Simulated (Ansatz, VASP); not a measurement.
**One calculation of TiNi, two programs**

The input POSCAR:

```
TiNi
1.0
    2.9583941888      0.0000000000      0.0000000000
    0.0000000000      2.9583941888      0.0000000000
    0.0000000000      0.0000000000      2.9583941888
Ti Ni
1 1
Direct
    0.5000000000      0.5000000000      0.5000000000
    0.0000000000      0.0000000000      0.0000000000
```

INCAR.step1

```
  PREC = Accurate
  ENCUT = 520
  ISMEAR = 0
  SIGMA = 0.1
  LREAL = F
  LASPH = T
  NELM = 60
  NBANDS = 18
  GGA = PE
  ALGO = Normal
  EDIFF = 1E-4
  LWAVE = T
  LCHARG = F
```

The input INCAR.step2:

```
  PREC = Accurate
  ENCUT = 520
  EDIFF = 1E-6
  ISMEAR = 0
  SIGMA = 0.1
  LREAL = F
  LASPH = T
  NELM = 60
  ALGO = Normal
  ISIF = 2
  LWAVE = F
  LCHARG = F
  METAGGA = R2SCAN
  LMIXTAU = T
  NBANDS = 18
  ISTART = 1
```

The input KPOINTS:

```
Automatic mesh
0
Gamma
  14 14 14
```

Input for Ansatz:

```yaml
crystal:
  lattice:
    - [2.9583941888, 0.0, 0.0]
    - [0.0, 2.9583941888, 0.0]
    - [0.0, 0.0, 2.9583941888]
  atoms:
    - { symbol: Ti, position: [0.5, 0.5, 0.5] }
    - { symbol: Ni, position: [0.0, 0.0, 0.0] }
basis:
  ecutwfc: 500
kpoints:
  mp_grid: { grid: [14, 14, 14] }
hamiltonian:
  xc: r2scan
scf:
  occupations: { method: gaussian, width: 0.1 }
output:
  forces: true
  stress: true
  eigenvalues: true
```

Alike in both runs: task single point; functional r2SCAN; k mesh 14 × 14 × 14; occupations gaussian, width 0.1 eV; no spin polarisation.

```csv
,VASP,Ansatz
version,VASP 6.6.1,Ansatz 0.2.0
potentials or method,"VASP PAW PBE potentials, release 64 (Ti_sv, Ni), cutoff 520 eV","scalar-relativistic, plane waves, PAW"
valence electrons in the cell,22,30
```

Ansatz gave:

| Property | Result |
| --- | --- |
| gap on the k mesh at the Fermi level (eV) | none |
| pressure (GPa) | 5.6 |

**Question.** What did VASP give for the same quantities?

**Answer.** gap on the k mesh at the Fermi level (eV): none; pressure (GPa): 6.2.

VASP's potentials were made for PBE, not for r2SCAN. A gap of «none» marks a metal or a gap that the smearing closes. VASP's potentials hold 22 valence electrons a cell and Ansatz's 30, so a difference there can come from the potentials and not from the codes.
